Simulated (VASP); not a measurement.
Input of a VASP 6.6.1 run:

File INCAR:

```
SYSTEM = W
ALGO     = Fast           ! electronic algorithm
EDIFF    = 1E-7           ! SCF threshold, eV
EDIFFG   = -0.01          ! ionic threshold
ENCUT    = 600            ! plane-wave cutoff, eV
GGA      = PE             ! functional
IBRION   = 2              ! ionic algorithm
ISIF     = 3              ! what is computed and relaxed
ISMEAR   = 0              ! smearing method
LASPH    = .TRUE.         ! aspherical terms in the spheres
LCHARG   = .FALSE.        ! write CHGCAR
LREAL    = .FALSE.        ! projectors in reciprocal space
LWAVE    = .FALSE.        ! write WAVECAR
NELM     = 100            ! most SCF steps
NSW      = 100            ! ionic steps
PREC     = Accurate       ! precision mode
SIGMA    = 0.1            ! smearing width, eV
```

KPOINTS

```
k-points
0
G
  20 20 20
  0 0 0
```

POSCAR

```
W
1.0
   -1.3966122886      1.3966122886      2.1247418573
    1.3966122886     -1.3966122886      2.1247418573
    1.3966122886      1.3966122886     -2.1247418573
W
1
Direct
    0.0000000000      0.0000000000      0.0000000000
```

Potentials or basis: VASP PAW PBE potentials, release 64 (W_sv).

Command:

```sh
$ cat potpaw_PBE.64/W_sv/POTCAR > POTCAR
$ mpirun -np 1 vasp_std > vasp.out
```

(1) What does it give for the relaxed volume?

(2) Predict the band gap on the k mesh.

(3) Predict the space group after relaxing (to 0.05 Å).

(4) Estimate the relaxed cell.

## Answers

(1) 16.52 Å³/atom.

(2) zero (band 7 reaches 14.34 eV, above the bottom of band 8 at 10.22 eV).

(3) I4/mmm (No. 139).

(4) a = 2.970 Å, b = 2.970 Å, c = 2.970 Å, α = 126.12°, β = 126.12°, γ = 79.70°.

Caveat: spin-orbit coupling is left out, which moves the levels of the heavy elements.
